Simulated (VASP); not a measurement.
YTl, 2 atoms in the cell. The structure is cubic, space group Pm-3m (No. 221). Conventional cell: a = 3.661 Å, b = 3.661 Å, c = 3.661 Å, α = 90.00°, β = 90.00°, γ = 90.00°. Within 4.2 Å of Y (site symmetry m-3m) lie 8 Tl at 3.17 Å and 6 Y at 3.66 Å. Tl (site symmetry m-3m) has 8 Y at 3.17 Å and 6 Tl at 3.66 Å within 4.2 Å. 

| Property | Result |
| --- | --- |
| Program | VASP 6.6.1 |
| Task | single point |
| Functional | LDA |
| Potentials or basis | VASP PAW LDA potentials, release 64 (Y_sv, Tl_d) |
| Cutoff | 520 eV |
| k mesh | 9 × 9 × 9 |
| Occupations | fermi-dirac, width 0.1 eV |
| Spin | no spin polarisation |
| Dipole correction | no |
| Further INCAR settings | ALGO = Normal; EDIFF = 1e-06; NBANDS = 19 |

Potentials or basis: VASP PAW LDA potentials, release 64 (Y_sv, Tl_d).

Command:

```sh
$ cat potpaw_LDA.64/Y_sv/POTCAR potpaw_LDA.64/Tl_d/POTCAR > POTCAR
$ mpirun -np 1 vasp_std > vasp.out
```

Hardware: 1 thread of Intel(R) Xeon(R) 6975P-C (Granite Rapids) (shared host).

Task: How long does it take, and how much memory?

Result: Run time: 10 s on 1 thread of Intel(R) Xeon(R) 6975P-C (Granite Rapids), on a shared host, peak memory 0.17 GiB. Counts: scf iterations 12, k points 35.
